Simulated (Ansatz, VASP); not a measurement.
# One calculation of GeW, two programs

```
Ge W
1.0
     0.00000    2.58058    2.58058
     2.58058    0.00000    2.58058
     2.58058    2.58058    0.00000
Ge W
1 1
Direct
  0.00000 0.00000 0.00000
  0.50000 0.50000 0.50000
```

Change from the starting cell: species swapped into the InTe type (Fm-3m, No. 225).

Alike in both runs: functional PBE; k mesh 6 × 6 × 6; occupations gaussian, width 0.2 eV; no spin polarisation.

Ansatz relaxed the structure, and its values are those at the end. VASP's run is a single point on that final structure, the one shown.

|  | VASP | Ansatz |
| --- | --- | --- |
| version | VASP 6.6.1 | Ansatz 0.2.0 |
| potentials or method | VASP PAW PBE potentials, release 64 (Ge_d, W_sv), cutoff 500 eV | scalar-relativistic, plane waves, PAW |
| valence electrons in the cell | 28 | 28 |

Ansatz gave:

* gap on the k mesh at the Fermi level (eV): none
* pressure (GPa): -0.3

Problem. What did VASP give for the same quantities?

Solution. gap on the k mesh at the Fermi level (eV): none; pressure (GPa): -0.2.

A gap of «none» marks a metal or a gap that the smearing closes. With one functional, cell and mesh, what is left measures potentials, basis and numerics.

Spin-orbit coupling is off throughout.
